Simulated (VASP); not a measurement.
Input of a VASP 6.6.1 run:

Contents of INCAR:

```
PREC = Accurate ; ENCUT = 520
EDIFF = 1E-6 ; ISMEAR = 0
SIGMA = 0.02 ; LREAL = F
LASPH = T ; NELM = 100
ALGO = Normal ; ISIF = 2
LWAVE = F ; LCHARG = T
GGA = PE ; IVDW = 12
LELF = T ; LVHAR = T
NBANDS = 18
```

File KPOINTS:

```
regular mesh
0
Gamma
  6 6 4
```

POSCAR

```
N
1.0
    3.9303300740      0.0000000000      0.0000000000
    0.0000000000      3.9303300740      0.0000000000
    0.0000000000      0.0000000000      5.0851477464
N
4
Direct
    0.9009306597      0.9009306597      0.0000000000
    0.5990693403      0.4009306597      0.5000000000
    0.0990693403      0.0990693403      0.0000000000
    0.4009306597      0.5990693403      0.5000000000
```

Potentials or basis: VASP PAW PBE potentials, release 64 (N).

Launch:

```bash
$ cat potpaw_PBE.64/N/POTCAR > POTCAR
$ mpirun -np 1 vasp_std > vasp.out
```

(1) What does it give for the pressure?

(2) Predict the dispersion energy per atom.

Answers

(1) 2.9 GPa.

(2) -0.066 eV.

Caveat: the standard files for N, O and F lose accuracy on very short bonds.
